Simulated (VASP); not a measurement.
In8O11: single point with PBE

In8O11:

```xyz
19
Lattice="5.4870 3.1679 9.6733 -2.7435 1.5840 4.8367 0.0000 -3.1679 4.8367" Properties=species:S:1:pos:R:3 pbc="T T T"
In    0.0501    0.0104    5.1769
In   -0.0117    0.0136    2.0301
In    0.0285   -0.0087    9.3029
In    0.0020   -0.0240   12.4769
In    2.7319    1.5746    9.9917
In    2.7440    1.6016    6.9593
In    2.7637    1.5851   14.1828
In    2.7604    1.5908   17.2649
O    -1.0978    1.5634    8.3521
O    -0.8085   -1.7599    8.4320
O     1.1118   -1.5718    6.0905
O     0.8297    1.4099   10.9395
O     0.8054    1.7867    6.0183
O     1.6858    3.1654   13.3088
O     1.9505    0.1365    8.5043
O     1.9036   -0.1666   13.2638
O     3.8711    0.0327   10.8425
O    -1.9347   -0.1946    6.0448
O     3.5940    3.3549   10.8869
```

```json
{
  "Program": "VASP 6.6.1",
  "Task": "single point",
  "Functional": "PBE",
  "Potentials or basis": "VASP PAW PBE potentials, release 64 (In_d, O)",
  "Cutoff": "520 eV",
  "k mesh": "1 × 1 × 1",
  "Occupations": "gaussian, width 0.01 eV",
  "Spin": "no spin polarisation",
  "Dipole correction": "no",
  "Further INCAR settings": "LREAL = Auto; ALGO = Normal; EDIFF = 1e-06; NBANDS = 100"
}
```

```json
{
 "Pressure": "10.2 GPa",
 "Largest force": "1.957 eV/Å"
}
```

Forces on the atoms (eV/Å):
```
In   0.203  0.357  0.423
In   0.906  0.098 -0.105
In  -0.232  0.435  0.239
In  -0.028  0.826 -0.494
In  -0.316  0.147  0.724
In   0.087 -0.373 -1.149
In   0.012 -0.355 -0.745
In  -0.600  0.188  0.239
O   -0.342 -1.521  1.183
O   -0.127 -1.165  0.232
O   -0.628  0.468 -0.910
O   -0.089  0.688 -0.262
O   -0.048  0.041  0.050
O    0.411  0.312 -0.095
O    0.097 -0.050 -0.296
O    1.367 -0.354  0.664
O   -0.249 -0.188  0.672
O    0.086  0.161 -0.075
O   -0.510  0.286 -0.296
```

Stress tensor (GPa, compression positive):
```
12.29  1.60  0.98
 1.60  9.95 -1.20
 0.98 -1.20  8.24
```

Levels at points of the mesh, in eV from the Fermi level:
```tsv
k point	band 82	band 83	band 84	band 85	band 86	band 87	band 88	band 89
(0.00, 0.00, 0.00)	-0.31	-0.27	-0.17	-0.07	3.02	3.59	4.43	5.16
```

Run time: 91 s on 1 thread of Intel Xeon 8259CL (shared host), peak memory 0.44 GiB.

Caveat: the k points lie up to 1.32 Å⁻¹ apart; spin-orbit coupling is left out, which moves the levels of the heavy elements; forces of over 1 eV/Å act on the atoms, so gaps and moduli don't describe the material at rest.
